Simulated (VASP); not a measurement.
## Zr: single point with PBE

Crystal: Zr.

```
Zr
1.0
     0.00000    2.26462    2.26462
     2.26462    0.00000    2.26462
     2.26462    2.26462    0.00000
Zr
1
Direct
  0.78000 0.69400 0.57400
```

```json
{
 "Program": "VASP 6.6.1",
 "Task": "single point",
 "Functional": "PBE",
 "Potentials or basis": "VASP PAW PBE potentials, release 64 (Zr_sv)",
 "Cutoff": "520 eV",
 "k mesh": "8 × 8 × 8",
 "Occupations": "gaussian, width 0.1 eV",
 "Spin": "collinear spin, ferromagnetic start",
 "Starting moments": "[5.1] μB",
 "Fixed moment": "6 μB",
 "Dipole correction": "no",
 "Further INCAR settings": "ALGO = Normal; EDIFF = 1e-06; NBANDS = 16"
}
```

```json
{
 "Pressure": "34.9 GPa",
 "Net moment": "6.00 μB per cell",
 "Site moments": "Zr +4.19 μB",
 "Valence electrons inside the program's atomic spheres": "Zr 10.02"
}
```

It took 21 s on 1 thread of Intel Xeon 6975P-C (shared host), peak memory 0.15 GiB.

Caveat: the total moment is fixed, so each spin has its own Fermi level.
